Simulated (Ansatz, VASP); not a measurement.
## CuO: VASP beside Ansatz

Contents of INCAR:

```
PREC     = Accurate       # precision mode
ENCUT    = 520            # plane-wave cutoff, eV
EDIFF    = 1E-7           # SCF threshold, eV
ISMEAR   = -1             # smearing method
SIGMA    = 0.01           # smearing width, eV
LREAL    = False          # projectors in reciprocal space
LASPH    = True           # aspherical terms in the spheres
NELM     = 80             # most SCF steps
ALGO     = Fast           # electronic algorithm
ISIF     = 2              # what is computed and relaxed
LWAVE    = False          # write WAVECAR
LCHARG   = True           # write CHGCAR
GGA      = PS             # functional
LELF     = True           # ELF
LVHAR    = True         
NBANDS   = 25             # bands
```

The input KPOINTS:

```
regular mesh
0
Gamma
  16 16 8
```

The input POSCAR:

```
CuO
1.0
    2.3446500000     -1.7134000000      0.0000000000
    2.3446500000      1.7134000000      0.0000000000
   -0.8605500000      0.0000000000      5.0594400000
Cu O
2 2
Direct
    0.0032000000      0.4968000000      0.0000000000
    0.4968000000      0.0032000000      0.5000000000
    0.5714000000      0.4056000000      0.2537000000
    0.4056000000      0.5714000000      0.7537000000
```

Input for Ansatz:

```yaml
crystal:
  lattice:
    - [2.34465, -1.7134, 0.0]
    - [2.34465, 1.7134, 0.0]
    - [-0.86055, 0.0, 5.05944]
  atoms:
    - { symbol: Cu, position: [0.0032, 0.4968, 0.0] }
    - { symbol: Cu, position: [0.4968, 0.0032, 0.5] }
    - { symbol: O, position: [0.5714, 0.4056, 0.2537] }
    - { symbol: O, position: [0.4056, 0.5714, 0.7537] }
basis:
  ecutwfc: 420
kpoints:
  mp_grid: { grid: [16, 16, 8] }
hamiltonian:
  xc: pbesol
scf:
  occupations: { method: fermi_dirac, width: 0.01 }
output:
  forces: true
  stress: true
  eigenvalues: true
```

Alike in both runs: task single point; functional PBEsol; k mesh 16 × 16 × 8; occupations fermi-dirac, width 0.01 eV; no spin polarisation.

|  | VASP | Ansatz |
| --- | --- | --- |
| version | VASP 6.6.1 | Ansatz 0.2.0 |
| potentials or method | VASP PAW PBE potentials, release 64 (Cu, O), cutoff 520 eV | scalar-relativistic, plane waves, PAW |
| valence electrons in the cell | 34 | 50 |

Ansatz gave:

| Property | Result |
| --- | --- |
| gap on the k mesh at the Fermi level (eV) | none |
| pressure (GPa) | -2.7 |
| traceless stress, the component that is largest in VASP (GPa) | 2.30 |
| rms of the force components (eV/Å) | 0.424 |

Which values does VASP return?

gap on the k mesh at the Fermi level (eV): none; pressure (GPa): -2.0; traceless stress, the component that is largest in VASP (GPa): 1.92; rms of the force components (eV/Å): 0.431.

VASP's potentials were made for PBE, not for PBEsol. Atom by atom the forces differ by 0.022 eV/Å (rms over components). A gap of «none» marks a metal or a gap that the smearing closes. VASP's potentials hold 34 valence electrons a cell and Ansatz's 50, so a difference there can come from the potentials and not from the codes.
